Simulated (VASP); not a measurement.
Input of a VASP 6.6.1 run:

The input INCAR:

```
SYSTEM = Hg
PREC = Accurate
ENCUT = 600
EDIFF = 1E-6
ISMEAR = 0
SIGMA = 0.1
LREAL = .FALSE.
LASPH = .TRUE.
NELM = 100
ALGO = Normal
ISIF = 3
LWAVE = .FALSE.
LCHARG = .FALSE.
GGA = PS
IBRION = 2
NSW = 90
EDIFFG = -0.04
```

Contents of KPOINTS:

```
Automatic mesh
0
G
  6 6 4
  0 0 0
```

File POSCAR:

```
Hg
1.0
    4.6224968615      0.0000000000      0.0000000000
   -2.3112484308      4.0031997110      0.0000000000
    0.0000000000      0.0000000000      5.2443774268
Hg
3
Direct
    0.2254000000      0.0000000000      0.3333333333
    0.0000000000      0.2254000000      0.6666666667
    0.7746000000      0.7746000000      0.0000000000
```

Potentials or basis: VASP PAW PBE potentials, release 64 (Hg).

Command:

```console
$ cat potpaw_PBE.64/Hg/POTCAR > POTCAR
$ mpirun -np 1 vasp_std > vasp.out
```

(1) Predict the relaxed cell.

(2) What does it give for the relaxed volume?

(3) Estimate the space group after relaxing (to 0.05 Å).

(4) Predict the band gap on the k mesh.

Results:

(1) a = 4.122 Å, b = 4.122 Å, c = 5.241 Å, α = 90.00°, β = 90.00°, γ = 120.00°.

(2) 25.71 Å³/atom.

(3) R-3m (No. 166).

(4) zero (band 18 reaches 6.45 eV, above the bottom of band 19 at 0.06 eV).

Caveat: the volume moved by over 15 % at a fixed basis, so the end points are rough; the PAW data sets were made with another functional, which shifts forces and pressure a little; spin-orbit coupling is left out, which moves the levels of the heavy elements.
